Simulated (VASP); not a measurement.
# SnO2 (Cassiterite) (P4_2/mnm) in VASP: notebook

Aim: see how the results for SnO2 (Cassiterite) move with the level of theory and the settings. Levels: LDA, PBEsol. Tasks: single point, relaxation of cell and atoms.

Everything below comes from runs of VASP 6.6.1. Logs are shortened: lines on timing, memory, paths and dates and some standing lists are left out, and cuts for length are marked.

**1. The cell of the first run**

The structure is tetragonal, space group P4_2/mnm (No. 136). The conventional cell has a = 4.720 Å, b = 4.720 Å, c = 3.189 Å, α = 90.00°, β = 90.00°, γ = 90.00°. Sn (site symmetry mmm) has 6 O at 2.04 to 2.05 Å within 2.7 Å. Within 2.7 Å of O (site symmetry m2m) lie 3 Sn at 2.04 to 2.05 Å and 1 O at 2.59 Å.

**2. Single point, LDA**

Contents of INCAR:

```
SYSTEM = SnO2
PREC = Accurate
ENCUT = 520
EDIFF = 1E-6
ISMEAR = -1
SIGMA = 0.02
LREAL = .False.
LASPH = .True.
NELM = 100
ALGO = Normal
ISIF = 2
LWAVE = .False.
LCHARG = .False.
NBANDS = 35
```

Contents of KPOINTS:

```
regular mesh
0
Gamma
  6 6 8
  0 0 0
```

Contents of POSCAR:

```
SnO2
1.0
    4.7201883445      0.0000000000      0.0000000000
    0.0000000000      4.7201883445      0.0000000000
    0.0000000000      0.0000000000      3.1887654616
Sn O
2 4
Direct
    0.0000000000      0.0000000000      0.0000000000
    0.5000000000      0.5000000000      0.5000000000
    0.3060749008      0.3060749008      0.0000000000
    0.1939250992      0.8060749008      0.5000000000
    0.6939250992      0.6939250992      0.0000000000
    0.8060749008      0.1939250992      0.5000000000
```

Potentials or basis: VASP PAW LDA potentials, release 64 (Sn_d, O).

Command:

```bash
cat potpaw_LDA.64/Sn_d/POTCAR potpaw_LDA.64/O/POTCAR > POTCAR
mpirun -np 1 vasp_std > vasp.out
```

OUTCAR:

```text
SYSTEM = SnO2
   PREC = Accurate
   ENCUT = 520
   EDIFF = 1E-6
   ISMEAR = -1
   LREAL = .False.
   LASPH = .True.
   NELM = 100
   ISIF = 2

 ion  position               nearest neighbor table
   1  0.000  0.000  0.000-   3 2.04   5 2.04   4 2.05   6 2.05   4 2.05   6 2.05   2 3.70   2 3.70
                             2 3.70   2 3.70   2 3.70   2 3.70   2 3.70   2 3.70
   2  0.500  0.500  0.500-   4 2.04   6 2.04   5 2.05   3 2.05   3 2.05   5 2.05   1 3.70   1 3.70
                             1 3.70   1 3.70   1 3.70   1 3.70   1 3.70   1 3.70
   3  0.306  0.306  0.000-   1 2.04   2 2.05   2 2.05
   4  0.194  0.806  0.500-   2 2.04   1 2.05   1 2.05
   5  0.694  0.694  0.000-   1 2.04   2 2.05   2 2.05
   6  0.806  0.194  0.500-   2 2.04   1 2.05   1 2.05

  LATTYP: Found a simple tetragonal cell.
 ALAT       =     4.7201883445
 C/A-ratio  =     0.6755589457

  Lattice vectors:

 A1 = (   4.7201883445,   0.0000000000,   0.0000000000)
 A2 = (   0.0000000000,   4.7201883445,   0.0000000000)
 A3 = (   0.0000000000,   0.0000000000,   3.1887654616)

Analysis of symmetry for initial positions (statically):
=====================================================================
 Subroutine PRICEL returns:
 Original cell was already a primitive cell.

 Routine SETGRP: Setting up the symmetry group for a
 simple tetragonal supercell.

 Subroutine GETGRP returns: Found 16 space group operations
 (whereof  8 operations were pure point group operations)
 out of a pool of 16 trial point group operations.

The static configuration has the point symmetry D_2h.
 The point group associated with its full space group is D_4h.

Analysis of symmetry for dynamics (positions and initial velocities):
=====================================================================
 Subroutine PRICEL returns:
 Original cell was already a primitive cell.

 Routine SETGRP: Setting up the symmetry group for a
 simple tetragonal supercell.

 Subroutine GETGRP returns: Found 16 space group operations
 (whereof  8 operations were pure point group operations)
 out of a pool of 16 trial point group operations.

The dynamic configuration has the point symmetry D_2h.
 The point group associated with its full space group is D_4h.

 Subroutine INISYM returns: Found 16 space group operations
 (whereof  8 operations are pure point group operations),
 and found     1 'primitive' translations

----------------------------------------------------------------------------------------

                                     Primitive cell

  volume of cell :      71.0463

  direct lattice vectors                    reciprocal lattice vectors
     4.720188345  0.000000000  0.000000000     0.211855953  0.000000000  0.000000000
     0.000000000  4.720188345  0.000000000     0.000000000  0.211855953  0.000000000
     0.000000000  0.000000000  3.188765462     0.000000000  0.000000000  0.313600988

  length of vectors
     4.720188345  4.720188345  3.188765462     0.211855953  0.211855953  0.313600988

  position of ions in fractional coordinates (direct lattice)
     0.000000000  0.000000000  0.000000000
     0.500000000  0.500000000  0.500000000
     0.306074901  0.306074901  0.000000000
     0.193925099  0.806074901  0.500000000
     0.693925099  0.693925099  0.000000000
     0.806074901  0.193925099  0.500000000

  ion indices of the primitive-cell ions
   primitive index   ion index
                 1           1
                 2           2
                 3           3
                 4           4
                 5           5
                 6           6

----------------------------------------------------------------------------------------

 KPOINTS: regular mesh

Automatic generation of k-mesh.
 Grid dimensions read from file:
 generate k-points for:    6    6    8

 Generating k-lattice:

  Cartesian coordinates                     Fractional coordinates (reciprocal lattice)
     0.035309325  0.000000000  0.000000000     0.166666667  0.000000000  0.000000000
     0.000000000  0.035309325  0.000000000     0.000000000  0.166666667  0.000000000
     0.000000000  0.000000000  0.039200124     0.000000000  0.000000000  0.125000000

  Length of vectors
     0.035309325  0.035309325  0.039200124

  Shift w.r.t. Gamma in fractional coordinates (k-lattice)
     0.000000000  0.000000000  0.000000000

 Subroutine IBZKPT returns following result:
 ===========================================

 Found     50 irreducible k-points:

 Following reciprocal coordinates:
            Coordinates               Weight
  0.000000  0.000000  0.000000      1.000000
  0.166667  0.000000  0.000000      4.000000
  0.333333  0.000000  0.000000      4.000000
  0.500000  0.000000  0.000000      2.000000
  0.166667  0.166667  0.000000      4.000000
  0.333333  0.166667  0.000000      8.000000
[... 16 lines left out ...]
  0.333333  0.000000  0.250000      8.000000
  0.500000  0.000000  0.250000      4.000000
 [... further k-points ...]
   k-points           NKPTS =     50   k-points in BZ     NKDIM =     50   number of bands    NBANDS=     35
   number of dos      NEDOS =    301   number of ions     NIONS =      6
   total plane-waves  NPLWV =  31104
   dimension x,y,z NGX =    36 NGY =   36 NGZ =   24
   dimension x,y,z NGXF=    72 NGYF=   72 NGZF=   48
   ions per type =               2   4
   NGX,Y,Z   is equivalent  to a cutoff of  12.68, 12.68, 12.51 a.u.
   NGXF,Y,Z  is equivalent  to a cutoff of  25.36, 25.36, 25.02 a.u.
 SYSTEM =  SnO2
   PREC   = accura    normal or accurate (medium, high low for compatibility)
   ISTART =      0    job   : 0-new  1-cont  2-samecut
   ICHARG =      2    charge: 1-file 2-atom 10-const
   ISPIN  =      1    spin polarized calculation?
   LNONCOLLINEAR =      F non collinear calculations
   LSORBIT =      F    spin-orbit coupling
   LASPH  =      T    aspherical Exc in radial PAW
   ENCUT  =  520.0 eV  38.22 Ry    6.18 a.u.   8.78  8.78  5.93*2*pi/ulx,y,z
   NELM   =    100;   NELMIN=  2; NELMDL= -5     # of ELM steps
   EDIFF  = 0.1E-05   stopping-criterion for ELM
   LREAL  =      F    real-space projection
   EDIFFG = 0.1E-04   stopping-criterion for IOM
   NSW    =      0    number of steps for IOM
   IBRION =     -1    ionic relax: 0-MD 1-quasi-New 2-CG
   NFREE  =      0    steps in history (QN), initial steepest desc. (CG)
   ISIF   =      2    stress and relaxation
   ISYM   =      2    0-nonsym 1-usesym 2-fastsym
   POTIM  = 0.5000    time-step for ionic-motion
   TEBEG  =    0.0;   TEEND  =   0.0 temperature during run
   PSTRESS=    0.0 pullay stress
   NELECT =      52.0000    total number of electrons
   NUPDOWN=      -1.0000    fix difference up-down
   EMIN   =  10.00;   EMAX   =-10.00  energy-range for DOS
   EFERMI =   0.00;   METHOD = LEGACY
   ISMEAR =    -1;   SIGMA  =   0.02  broadening in eV -4-tet -1-fermi 0-gaus
   EFERMI_NEDOS =   21; number of points for ismear=-14 and -15
   IALGO  =     38    algorithm
   IMIX   =      4    mixing-type and parameters
     AMIX     =   0.40;   BMIX     =  1.00
     AMIX_MAG =   1.60;   BMIX_MAG =  1.00
  volume/ion in A,a.u.               =      11.84        79.91
  Fermi-wavevector in a.u.,A,eV,Ry     =   1.475352  2.788010 29.615289  2.176662
  Thomas-Fermi vector in A             =   2.590011
   LORBIT       =      0    0 simple, 1 ext, 2 COOP (PROOUT), +10 PAW based schemes
   GGA     = CA    functional components
   LHFCALC =     F    Hartree Fock is set to
   AEXX    =    0.0000 exact exchange contribution
   IVDW    =     0    specifies the selected vdW correction
   LEPSILON=     F    determine dielectric tensor
   LRPA    =     F    only Hartree local field effects (RPA)
 non-spin polarized calculation
  energy-cutoff  :      520.00
  volume of cell :       71.05
 maximum number of plane-waves:      1932
 NGX is ok and might be reduce to    36
   NGX = 17   NGY = 17   NGZ = 11

 number of electron      51.9999986 magnetization

 Free energy of the ion-electron system (eV)
  ---------------------------------------------------
  ext. energy  EPLUGINS =         0.00000000
  ---------------------------------------------------
  free energy    TOTEN  =       -42.27892589 eV

  energy without entropy =      -42.27892589  energy(sigma->0) =      -42.27892589

 E-fermi :   6.3991     XC(G=0): -11.8385

 val. band max:        5.9515799142   @ k =   0.0000   0.0000   0.0000
 cond. band min:       7.1649347410   @ k =   0.0000   0.0000   0.0000
 fundamental gap:      1.2133548268
 Fermi energy:         6.3990860935

 k-point     1 :       0.0000    0.0000    0.0000
  band No.  band energies     occupation
      1     -15.0689      2.00000
      2     -14.2858      2.00000
      3     -14.0083      2.00000
      4     -13.9892      2.00000
      5     -13.9892      2.00000
      6     -13.9114      2.00000
[... 27 lines left out ...]
     34      17.9383      0.00000
     35      18.3434      0.00000

 k-point     2 :       0.1667    0.0000    0.0000
  band No.  band energies     occupation
      1     -15.0258      2.00000
      2     -14.3348      2.00000
      3     -14.0079      2.00000
      4     -13.9872      2.00000
      5     -13.9871      2.00000
      6     -13.9470      2.00000
[... 27 lines left out ...]
     34      17.9216      0.00000
     35      18.2992      0.00000

 k-point     3 :       0.3333    0.0000    0.0000
  band No.  band energies     occupation
      1     -14.9009      2.00000
      2     -14.4945      2.00000
      3     -14.0068      2.00000
      4     -13.9896      2.00000
      5     -13.9830      2.00000
      6     -13.9828      2.00000
[... 27 lines left out ...]
     34      17.9749      0.00000
     35      18.2378      0.00000

 k-point     4 :       0.5000    0.0000    0.0000
  band No.  band energies     occupation
      1     -14.7101      2.00000
      2     -14.7101      2.00000
      3     -14.0035      2.00000
      4     -14.0035      2.00000
      5     -13.9806      2.00000
      6     -13.9806      2.00000
[... 27 lines left out ...]
     34      18.1421      0.00000
     35      18.3095      0.00000

 k-point     5 :       0.1667    0.1667    0.0000
  band No.  band energies     occupation
      1     -14.9930      2.00000
      2     -14.3914      2.00000
      3     -14.0073      2.00000
      4     -13.9899      2.00000
      5     -13.9825      2.00000
      6     -13.9645      2.00000
[... 638 lines left out ...]
 k-point    22 :       0.1667    0.0000    0.2500
  band No.  band energies     occupation
      1     -14.7986      2.00000
      2     -14.5117      2.00000
      3     -14.3976      2.00000
      4     -14.0410      2.00000
      5     -13.8958      2.00000
      6     -13.8949      2.00000
[... 27 lines left out ...]
     34      17.7797      0.00000
     35      18.0916      0.00000

 k-point    23 :       0.3333    0.0000    0.2500
  band No.  band energies     occupation
      1     -14.7838      2.00000
      2     -14.6336      2.00000
      3     -14.2914      2.00000
      4     -14.0697      2.00000
      5     -13.8913      2.00000
      6     -13.8841      2.00000
[... 27 lines left out ...]
     34      17.9450      0.00000
     35      18.1849      0.00000

 k-point    24 :       0.5000    0.0000    0.2500
  band No.  band energies     occupation
      1     -14.7305      2.00000
      2     -14.7305      2.00000
      3     -14.1668      2.00000
      4     -14.1668      2.00000
      5     -13.8856      2.00000
      6     -13.8856      2.00000
[... 27 lines left out ...]
     34      18.1516      0.00000
     35      18.3384      0.00000

 [... further k-points ...]

------------------------ aborting loop because EDIFF is reached ----------------------------------------

  FORCE on cell =-STRESS in cart. coord.  units (eV):
  Direction    XX          YY          ZZ          XY          YZ          ZX
  --------------------------------------------------------------------------------------
  -------------------------------------------------------------------------------------
  Total        0.5382596      0.5382596      0.7885077      0.0000000      0.0000000      0.0000000
  in kB       12.1383906     12.1383906     17.7817813      0.0000000      0.0000000      0.0000000
  external PRESSURE =      14.0195208 kB  Pullay stress =       0.0000000 kB

 VOLUME and BASIS-vectors are now :
 -----------------------------------------------------------------------------
  energy-cutoff  :      520.00
  volume of cell :       71.05
      direct lattice vectors                 reciprocal lattice vectors
     4.720188345  0.000000000  0.000000000     0.211855953  0.000000000  0.000000000
     0.000000000  4.720188345  0.000000000     0.000000000  0.211855953  0.000000000
     0.000000000  0.000000000  3.188765462     0.000000000  0.000000000  0.313600988

 POSITION                                       TOTAL-FORCE (eV/Angst)
 -----------------------------------------------------------------------------------
      0.00000      0.00000      0.00000         0.000000      0.000000      0.000000
      2.36009      2.36009      1.59438         0.000000      0.000000      0.000000
      1.44473      1.44473      0.00000        -0.019229     -0.019229      0.000000
      0.91536      3.80483      1.59438         0.019229     -0.019229      0.000000
      3.27546      3.27546      0.00000         0.019229      0.019229     -0.000000
      3.80483      0.91536      1.59438        -0.019229      0.019229     -0.000000
 -----------------------------------------------------------------------------------
    total drift:                                0.000000      0.000000     -0.000000

  FREE ENERGIE OF THE ION-ELECTRON SYSTEM (eV)
  ---------------------------------------------------
  free  energy   TOTEN  =       -42.2789258895 eV

  energy  without entropy=      -42.2789258895  energy(sigma->0) =      -42.27892589
```

Wall time 67 s (1 thread of Intel Xeon Platinum 8375C at 2.90GHz (Ice Lake), shared host); peak memory 0.21 GiB.

What came out:

| Item | Value |
| --- | --- |
| Free energy | -42.2789 eV |
| Pressure | 1.4 GPa |
| Largest force | 0.027 eV/Å |
| Band gap on the k mesh | 1.21 eV, direct |

Forces in eV/Å, atoms in the order of the input:
```
Sn   0.000  0.000  0.000
Sn   0.000  0.000  0.000
O   -0.019 -0.019  0.000
O    0.019 -0.019  0.000
O    0.019  0.019  0.000
O   -0.019  0.019  0.000
```

Stress tensor (GPa, compression positive):
```
1.21 0.00 0.00
0.00 1.21 0.00
0.00 0.00 1.78
```

Caveat: spin-orbit coupling is left out, which moves the levels of the heavy elements.

**3. Relaxation of cell and atoms, PBEsol**

This run uses another cell than the first one, of 11.92 Å³/atom, 1.007 times its volume.

Contents of INCAR:

```
SYSTEM = SnO2
  PREC = Accurate
  ENCUT = 600
  EDIFF = 1E-6
  ISMEAR = -1
  SIGMA = 0.02
  LREAL = .False.
  LASPH = .True.
  NELM = 100
  ALGO = Normal
  ISIF = 3
  LWAVE = .False.
  LCHARG = .False.
  GGA = PS
  IBRION = 2
  NSW = 80
  EDIFFG = -0.01
```

KPOINTS is that of step 2.

Contents of POSCAR:

```
SnO2
1.0
    4.7380000000      0.0000000000      0.0000000000
    0.0000000000      4.7380000000      0.0000000000
    0.0000000000      0.0000000000      3.1865000000
Sn O
2 4
Direct
    0.0000000000      0.0000000000      0.0000000000
    0.5000000000      0.5000000000      0.5000000000
    0.3071000000      0.3071000000      0.0000000000
    0.1929000000      0.8071000000      0.5000000000
    0.6929000000      0.6929000000      0.0000000000
    0.8071000000      0.1929000000      0.5000000000
```

Potentials or basis: VASP PAW PBE potentials, release 64 (Sn_d, O).

Command:

```bash
cat potpaw_PBE.64/Sn_d/POTCAR potpaw_PBE.64/O/POTCAR > POTCAR
mpirun -np 1 vasp_std > vasp.out
```

It took 7.7 min on 1 thread of Intel Xeon 6975P-C, shared host; peak memory 0.28 GiB.

Results (log left out):

```
Free energy                            : -39.6757 eV
Relaxed volume                         : 12.20 Å³/atom
Relaxed cell                           : a = 4.771 Å, b = 4.771 Å, c = 3.217 Å, α = 90.00°, β = 90.00°, γ = 90.00°
Space group after relaxing (to 0.05 Å) : P4_2/mnm (No. 136)
Energy gained by relaxing              : 5.0 meV/atom
Ionic steps                            : 5
Pressure after relaxing                : 0.0 GPa
Largest force after relaxing           : 0.008 eV/Å
Band gap on the k mesh                 : 0.89 eV, direct
```

Forces on the atoms (eV/Å):
```
Sn   0.000  0.000  0.000
Sn   0.000  0.000  0.000
O   -0.006 -0.006  0.000
O    0.006 -0.006  0.000
O    0.006  0.006  0.000
O   -0.006  0.006  0.000
```

The path:
| step | energy change (eV) | largest force (eV/Å) | pressure (GPa) | volume (Å³) |
| --- | --- | --- | --- | --- |
| 1 | 0.0000 | 0.2277 | 5.24 | 71.53 |
| 2 | 0.0238 | 0.2179 | -6.26 | 75.64 |
| 3 | -0.0302 | 0.0171 | -0.05 | 73.24 |
| 4 | -0.0302 | 0.0212 | 0.10 | 73.21 |
| 5 | -0.0302 | 0.0080 | 0.05 | 73.21 |

Final structure:
```
Sn O
1.0
     4.77064    0.00000    0.00000
     0.00000    4.77064    0.00000
     0.00000    0.00000    3.21664
Sn O
2 4
Direct
  0.00000 0.00000 0.00000
  0.50000 0.50000 0.50000
  0.30630 0.30630 0.00000
  0.19370 0.80630 0.50000
  0.69370 0.69370 0.00000
  0.80630 0.19370 0.50000
```

Levels at points of the mesh, in eV from the valence-band top:
```csv
k point,band 23,band 24,band 25,band 26,band 27,band 28,band 29,band 30
"(0.00, 0.00, 0.00)",-1.27,-0.78,-0.78,0.00,0.89,5.82,6.02,6.02
"(0.50, 0.00, 0.00)",-1.23,-1.23,-0.63,-0.63,4.11,4.11,6.78,6.78
"(0.50, 0.50, 0.00)",-1.35,-1.35,-0.89,-0.89,4.50,4.50,7.21,7.21
"(0.00, 0.00, 0.50)",-1.64,-1.64,-1.24,-1.24,5.84,5.84,9.42,9.42
"(0.50, 0.00, 0.50)",-1.08,-1.08,-0.73,-0.73,6.12,6.12,7.72,7.72
"(0.50, 0.50, 0.50)",-0.96,-0.96,-0.82,-0.82,4.53,4.53,8.60,8.60
```

Caveat: the PAW data sets were made with another functional, which shifts forces and pressure a little; spin-orbit coupling is left out, which moves the levels of the heavy elements. Zero-point motion and thermal expansion aren't in these numbers.

(Part 1 of 2 ends here.)
